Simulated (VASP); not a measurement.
Write the native input for VASP 6.6.1 that does the following.

| Item | Value |
| --- | --- |
| Task | single point |
| Functional | LDA |
| Potentials or basis | VASP PAW LDA potentials, release 64 (Na_pv) |
| Cutoff | 520 eV |
| k mesh | 13 × 13 × 13 |
| Occupations | fermi-dirac, width 0.05 eV |
| Spin | no spin polarisation |
| Dipole correction | no |
| k mesh for the DOS | 20 × 20 × 20 |
| Occupations for the DOS | tetrahedron |
| Further INCAR settings | ALGO = Normal; EDIFF = 1e-07; NBANDS = 10 |

The system is Na.

```
Na
1.0
    -2.02871    2.02871    2.02871
     2.02871   -2.02871    2.02871
     2.02871    2.02871   -2.02871
Na
1
Direct
  0.00000 0.00000 0.00000
```

The input as run:

POSCAR

```
Na
1.0
   -2.0287108707      2.0287108707      2.0287108707
    2.0287108707     -2.0287108707      2.0287108707
    2.0287108707      2.0287108707     -2.0287108707
Na
1
Direct
    0.0000000000      0.0000000000      0.0000000000
```

INCAR.step1

```
SYSTEM = Na
PREC = Accurate
ENCUT = 520
EDIFF = 1E-7
ISMEAR = -1
SIGMA = 0.05
LREAL = .False.
LASPH = .True.
NELM = 80
ALGO = Normal
ISIF = 2
LWAVE = .False.
LCHARG = .True.
NBANDS = 10
```

KPOINTS.step1

```
Automatic mesh
0
Gamma
  13 13 13
  0 0 0
```

INCAR.step2

```
SYSTEM = Na
PREC = Accurate
ENCUT = 520
EDIFF = 1E-7
ISMEAR = -5
SIGMA = 0.05
LREAL = .False.
LASPH = .True.
NELM = 80
ALGO = Normal
ISIF = 2
LWAVE = .False.
LCHARG = .False.
LORBIT = 11
NBANDS = 10
NEDOS = 1001
ICHARG = 11
```

KPOINTS.step2

```
Automatic mesh
0
Gamma
  20 20 20
  0 0 0
```

Potentials or basis: VASP PAW LDA potentials, release 64 (Na_pv).

Launch:

```console
$ cat potpaw_LDA.64/Na_pv/POTCAR > POTCAR
$ cp INCAR.step1 INCAR
$ cp KPOINTS.step1 KPOINTS
$ mpirun -np 1 vasp_std > vasp.out
$ cp INCAR.step2 INCAR
$ cp KPOINTS.step2 KPOINTS
$ mpirun -np 1 vasp_std > vasp.out
```

It gave:

* Valence electrons inside the program's atomic spheres: Na 6.08

Run time: 72 s on 1 thread of Intel(R) Xeon(R) Platinum 8259CL CPU @ 2.50GHz (Skylake/Cascade Lake), on a shared host, peak memory 0.19 GiB.
